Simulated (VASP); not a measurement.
# ZrC (P6_3/mmc) in VASP: notebook

Aim: see how the results for ZrC move with the level of theory and the settings. Levels: PBEsol, r2SCAN. Tasks: single point.

Program: VASP 6.6.1. These are calculated values, not measurements. Logs are shortened: lines on timing, memory, paths and dates and some standing lists are left out, and cuts for length are marked.

## Step 1: The cell of the first run

It takes space group P6_3/mmc (No. 194, hexagonal). The conventional cell has a = 3.532 Å, b = 3.532 Å, c = 5.588 Å, α = 90.00°, β = 90.00°, γ = 120.00°. Zr (site symmetry -6m2) has 6 C at 2.47 Å within 3.3 Å. C (site symmetry -3m) has 6 Zr at 2.47 Å and 2 C at 2.79 Å within 3.3 Å.

## Step 2: Single point, PBEsol (strained)

Contents of INCAR:

```
PREC = Accurate ; ENCUT = 520
EDIFF = 1E-7 ; ISMEAR = 0
SIGMA = 0.1 ; LREAL = False
LASPH = True ; NELM = 60
ALGO = Normal ; ISIF = 2
LWAVE = False ; LCHARG = False
GGA = PS ; NBANDS = 24
```

Contents of KPOINTS:

```
regular mesh
0
Gamma
  15 15 8
```

Contents of POSCAR:

```
ZrC
1.0
    3.5315781566      0.0000000000      0.0000000000
   -1.7657890783      3.0584363990      0.0000000000
    0.0000000000      0.0000000000      5.5879358844
Zr C
2 2
Direct
    0.3333333300      0.6666666700      0.2500000000
    0.6666666700      0.3333333300      0.7500000000
    0.0000000000      0.0000000000      0.0000000000
    0.0000000000      0.0000000000      0.5000000000
```

Potentials or basis: VASP PAW PBE potentials, release 64 (Zr_sv, C).

Launch:

```
$ cat potpaw_PBE.64/Zr_sv/POTCAR potpaw_PBE.64/C/POTCAR > POTCAR
$ mpirun -np 1 vasp_std > vasp.out
```

OUTCAR:

```text
PREC = Accurate
   ENCUT = 520
   EDIFF = 1E-7
   ISMEAR = 0
   LREAL = False
   LASPH = True
   NELM = 60
   ISIF = 2
   GGA = PS

 ion  position               nearest neighbor table
   1  0.333  0.667  0.250-   3 2.47   4 2.47   3 2.47   4 2.47   3 2.47   4 2.47   2 3.46   2 3.46
                             2 3.46   2 3.46   2 3.46   2 3.46
   2  0.667  0.333  0.750-   3 2.47   4 2.47   3 2.47   4 2.47   3 2.47   4 2.47   1 3.46   1 3.46
                             1 3.46   1 3.46   1 3.46   1 3.46
   3  0.000  0.000  0.000-   1 2.47   2 2.47   1 2.47   2 2.47   2 2.47   1 2.47
   4  0.000  0.000  0.500-   1 2.47   2 2.47   1 2.47   2 2.47   2 2.47   1 2.47

  LATTYP: Found a hexagonal cell.
 ALAT       =     3.5315781566
 C/A-ratio  =     1.5822772813

  Lattice vectors:

 A1 = (   3.5315781566,   0.0000000000,   0.0000000000)
 A2 = (  -1.7657890783,   3.0584363990,   0.0000000000)
 A3 = (   0.0000000000,   0.0000000000,   5.5879358844)

Analysis of symmetry for initial positions (statically):
[... 35 lines left out ...]
                                     Primitive cell

  volume of cell :      60.3559

  direct lattice vectors                    reciprocal lattice vectors
     3.531578157  0.000000000  0.000000000     0.283159527  0.163482229  0.000000000
    -1.765789078  3.058436399  0.000000000     0.000000000  0.326964458  0.000000000
     0.000000000  0.000000000  5.587935884     0.000000000  0.000000000  0.178956957

  length of vectors
     3.531578157  3.531578157  5.587935884     0.326964458  0.326964458  0.178956957

  position of ions in fractional coordinates (direct lattice)
     0.333333330  0.666666670  0.250000000
     0.666666670  0.333333330  0.750000000
     0.000000000  0.000000000  0.000000000
     0.000000000  0.000000000  0.500000000

  ion indices of the primitive-cell ions
   primitive index   ion index
                 1           1
                 2           2
                 3           3
                 4           4

----------------------------------------------------------------------------------------

 KPOINTS: regular mesh

Automatic generation of k-mesh.
 Grid dimensions read from file:
 generate k-points for:   15   15    8

 Generating k-lattice:

  Cartesian coordinates                     Fractional coordinates (reciprocal lattice)
     0.018877302  0.010898815  0.000000000     0.066666667 -0.000000000  0.000000000
     0.000000000  0.021797631  0.000000000     0.000000000  0.066666667  0.000000000
[... 51 lines left out ...]
   ICHARG =      2    charge: 1-file 2-atom 10-const
   ISPIN  =      1    spin polarized calculation?
   LNONCOLLINEAR =      F non collinear calculations
   LSORBIT =      F    spin-orbit coupling
   LASPH  =      T    aspherical Exc in radial PAW
   ENCUT  =  520.0 eV  38.22 Ry    6.18 a.u.   6.57  6.57 10.39*2*pi/ulx,y,z
   NELM   =     60;   NELMIN=  2; NELMDL= -5     # of ELM steps
   EDIFF  = 0.1E-06   stopping-criterion for ELM
   LREAL  =      F    real-space projection
   EDIFFG = 0.1E-05   stopping-criterion for IOM
   NSW    =      0    number of steps for IOM
   IBRION =     -1    ionic relax: 0-MD 1-quasi-New 2-CG
   NFREE  =      0    steps in history (QN), initial steepest desc. (CG)
   ISIF   =      2    stress and relaxation
   ISYM   =      2    0-nonsym 1-usesym 2-fastsym
   POTIM  = 0.5000    time-step for ionic-motion
   TEBEG  =    0.0;   TEEND  =   0.0 temperature during run
   PSTRESS=    0.0 pullay stress
   NELECT =      32.0000    total number of electrons
   NUPDOWN=      -1.0000    fix difference up-down
   EMIN   =  10.00;   EMAX   =-10.00  energy-range for DOS
   EFERMI =   0.00;   METHOD = LEGACY
   ISMEAR =     0;   SIGMA  =   0.10  broadening in eV -4-tet -1-fermi 0-gaus
   EFERMI_NEDOS =   21; number of points for ismear=-14 and -15
   IALGO  =     38    algorithm
   IMIX   =      4    mixing-type and parameters
     AMIX     =   0.40;   BMIX     =  1.00
     AMIX_MAG =   1.60;   BMIX_MAG =  1.00
  volume/ion in A,a.u.               =      15.09       101.83
  Fermi-wavevector in a.u.,A,eV,Ry     =   1.325007  2.503901 23.886990  1.755644
  Thomas-Fermi vector in A             =   2.454500
   LORBIT       =      0    0 simple, 1 ext, 2 COOP (PROOUT), +10 PAW based schemes
   GGA     = PS    functional components
   LHFCALC =     F    Hartree Fock is set to
   AEXX    =    0.0000 exact exchange contribution
   IVDW    =     0    specifies the selected vdW correction
   LEPSILON=     F    determine dielectric tensor
   LRPA    =     F    only Hartree local field effects (RPA)
 non-spin polarized calculation
 Gauss-broadening in eV      SIGMA  =   0.10
  energy-cutoff  :      520.00
  volume of cell :       60.36
 maximum number of plane-waves:      1665
 NGX is ok and might be reduce to    28
   NGX = 13   NGY = 13   NGZ = 21

 number of electron      31.9999999 magnetization

 Free energy of the ion-electron system (eV)
  ---------------------------------------------------
  ext. energy  EPLUGINS =         0.00000000
  ---------------------------------------------------
  free energy    TOTEN  =       -39.56134524 eV

  energy without entropy =      -39.55818614  energy(sigma->0) =      -39.55976569

 E-fermi :   8.2781     XC(G=0): -11.5552

 val. band max:        8.2394749806   @ k =   0.2667   0.2000   0.2500
 cond. band min:       8.2827608311   @ k =   0.1333   0.0000   0.1250
 fundamental gap:      0.0432858506
 Fermi energy:         8.2780776613

 k-point     1 :       0.0000    0.0000    0.0000
  band No.  band energies     occupation
      1     -40.6002      2.00000
      2     -40.5423      2.00000
      3     -18.9162      2.00000
      4     -18.4889      2.00000
      5     -18.4889      2.00000
      6     -18.4287      2.00000
[... 637 lines left out ...]
     23      13.4373      0.00000
     24      13.6467      0.00000

 [... further k-points ...]
[... 5 lines left out ...]
  --------------------------------------------------------------------------------------
  -------------------------------------------------------------------------------------
  Total      -10.3531325    -10.3531325    -10.8428324     -0.0000000      0.0000000      0.0000000
  in kB     -274.8290675   -274.8290675   -287.8283969     -0.0000000      0.0000000      0.0000000
  external PRESSURE =    -279.1621773 kB  Pullay stress =       0.0000000 kB

 VOLUME and BASIS-vectors are now :
 -----------------------------------------------------------------------------
  energy-cutoff  :      520.00
  volume of cell :       60.36
      direct lattice vectors                 reciprocal lattice vectors
     3.531578157  0.000000000  0.000000000     0.283159527  0.163482229  0.000000000
    -1.765789078  3.058436399  0.000000000     0.000000000  0.326964458  0.000000000
     0.000000000  0.000000000  5.587935884     0.000000000  0.000000000  0.178956957

 POSITION                                       TOTAL-FORCE (eV/Angst)
 -----------------------------------------------------------------------------------
     -0.00000      2.03896      1.39698         0.000000     -0.000000      0.000000
      1.76579      1.01948      4.19095        -0.000000      0.000000      0.000000
      0.00000      0.00000      0.00000         0.000000      0.000000      0.000000
      0.00000      0.00000      2.79397         0.000000      0.000000      0.000000
 -----------------------------------------------------------------------------------
    total drift:                               -0.000013      0.000007     -0.000000

  FREE ENERGIE OF THE ION-ELECTRON SYSTEM (eV)
  ---------------------------------------------------
  free  energy   TOTEN  =       -39.5613452445 eV

  energy  without entropy=      -39.5581861352  energy(sigma->0) =      -39.55976569
```

stdout:

```text
POSCAR found type information on POSCAR ZrC
 POSCAR found :  2 types and       4 ions
 scaLAPACK will be used
 -----------------------------------------------------------------------------
|                                                                             |
|                                                                             |
|     You enforced a specific xc type in the INCAR file but a different       |
|     I HOPE YOU KNOW WHAT YOU ARE DOING!                                     |
|                                                                             |
 -----------------------------------------------------------------------------

 LDA part: xc-table for (Slater+PW92), standard interpolation
 POSCAR, INCAR and KPOINTS ok, starting setup
 FFT: planning ... GRIDC
 FFT: planning ... GRID_SOFT
 FFT: planning ... GRID
 WAVECAR not read
 entering main loop
```

It took 2.5 min on 1 thread of Intel Xeon Platinum 8488C (Sapphire Rapids), shared host; peak memory 0.29 GiB.

Results:

```yaml
Free_energy: -39.5613 eV
Pressure: -27.9 GPa
Band_gap_on_the_k_mesh: zero (band 16 reaches 8.94 eV, above the bottom of band 17 at 7.94 eV)
```

Levels at points of the mesh, in eV from the Fermi level:
```
           k point  band 13  band 14  band 15  band 16  band 17  band 18  band 19  band 20
(0.00, 0.00, 0.00)    -2.52    -1.01    -1.01     0.67     0.98     0.98     1.36     1.36
(0.00, 0.00, 0.50)    -2.16    -2.16    -2.16    -2.16     2.71     2.71     2.71     2.71
```

Caveat: the cell differs from its parent crystal (strained); the PAW data sets were made with another functional, which shifts forces and pressure a little.

## Step 3: Single point, r2SCAN (functional r2SCAN, strained)

Contents of POSCAR:

```
ZrC
1.0
    3.2754199538      0.0000000000      0.0000000000
   -1.6377099769      2.8365968880      0.0000000000
    0.0000000000      0.0000000000      5.1883781813
Zr C
2 2
Direct
    0.3333333300      0.6666666700      0.2500000000
    0.6666666700      0.3333333300      0.7500000000
    0.0000000000      0.0000000000      0.0000000000
    0.0000000000      0.0000000000      0.5000000000
```

Contents of INCAR.step1:

```
PREC = Accurate
ENCUT = 520
ISMEAR = 0
SIGMA = 0.1
LREAL = False
LASPH = True
NELM = 60
NBANDS = 24
GGA = PE
ALGO = Normal
EDIFF = 1E-4
LWAVE = True
LCHARG = False
```

Contents of INCAR.step2:

```
PREC = Accurate
ENCUT = 520
EDIFF = 1E-6
ISMEAR = 0
SIGMA = 0.1
LREAL = False
LASPH = True
NELM = 60
ALGO = Normal
ISIF = 2
LWAVE = False
LCHARG = False
METAGGA = R2SCAN
LMIXTAU = True
NBANDS = 24
ISTART = 1
```

Contents of KPOINTS:

```
Automatic mesh
0
Gamma
  15 15 8
```

Potentials or basis: VASP PAW PBE potentials, release 64 (Zr_sv, C).

Launch:

```
$ cat potpaw_PBE.64/Zr_sv/POTCAR potpaw_PBE.64/C/POTCAR > POTCAR
$ cp INCAR.step1 INCAR
$ mpirun -np 1 vasp_std > vasp.out
$ cp INCAR.step2 INCAR
$ mpirun -np 1 vasp_std > vasp.out
```

Wall time 4.6 min (1 thread of Intel Xeon Platinum 8488C (Sapphire Rapids), shared host); peak memory 0.26 GiB.

The run converged. Its results:

```yaml
Free_energy: -68.4002 eV
Pressure: 21.3 GPa
Band_gap_on_the_k_mesh: zero (band 16 reaches 11.98 eV, above the bottom of band 17 at 10.52 eV)
```

Stress tensor (GPa, compression positive):
```
21.83  0.00  0.00
 0.00 21.83  0.00
 0.00  0.00 20.13
```

Levels at points of the mesh, in eV from the Fermi level:
| k point | band 13 | band 14 | band 15 | band 16 | band 17 | band 18 | band 19 | band 20 |
| --- | --- | --- | --- | --- | --- | --- | --- | --- |
| (0.00, 0.00, 0.00) | -3.30 | -1.51 | -1.51 | 0.98 | 1.35 | 1.35 | 1.89 | 1.89 |
| (0.00, 0.00, 0.50) | -2.90 | -2.90 | -2.90 | -2.90 | 3.78 | 3.78 | 3.78 | 3.78 |

Caveat: the cell differs from its parent crystal (functional r2SCAN, strained); the PAW data sets were made with another functional, which shifts forces and pressure a little.
